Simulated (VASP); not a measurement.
SiGe, 4 atoms in the cell. Symmetry: P6_3mc, No. 186, hexagonal system. Conventional cell: a = 3.763 Å, b = 3.763 Å, c = 6.219 Å, α = 90.00°, β = 90.00°, γ = 120.00°. Within 3.0 Å of Si (site symmetry 3m) lie 4 Ge at 2.28 to 2.33 Å. Ge (site symmetry 3m) has 4 Si at 2.28 to 2.33 Å within 3.0 Å. 

```yaml
Program: VASP 6.6.1
Task: single point
Functional: LDA
Potentials_or_basis: VASP PAW LDA potentials, release 64 (Si, Ge_d)
Cutoff: 520 eV
k_mesh: 12 × 12 × 6
Occupations: gaussian, width 0.03 eV
Spin: no spin polarisation
Dipole_correction: no
Further_INCAR_settings: ALGO = Normal; EDIFF = 1e-06; NBANDS = 26
```

Potentials or basis: VASP PAW LDA potentials, release 64 (Si, Ge_d).

Launch:

```bash
$ cat potpaw_LDA.64/Si/POTCAR potpaw_LDA.64/Ge_d/POTCAR > POTCAR
$ mpirun -np 1 vasp_std > vasp.out
```

Hardware: 1 thread of Intel(R) Xeon(R) Platinum 8559C (Emerald Rapids), on a shared host.

Problem. Estimate the wall time of this run.

Solution. It took 58 s on 1 thread of Intel(R) Xeon(R) Platinum 8559C (Emerald Rapids), with other jobs on the host, peak memory 0.24 GiB. Counts: scf iterations 12, k points 76.
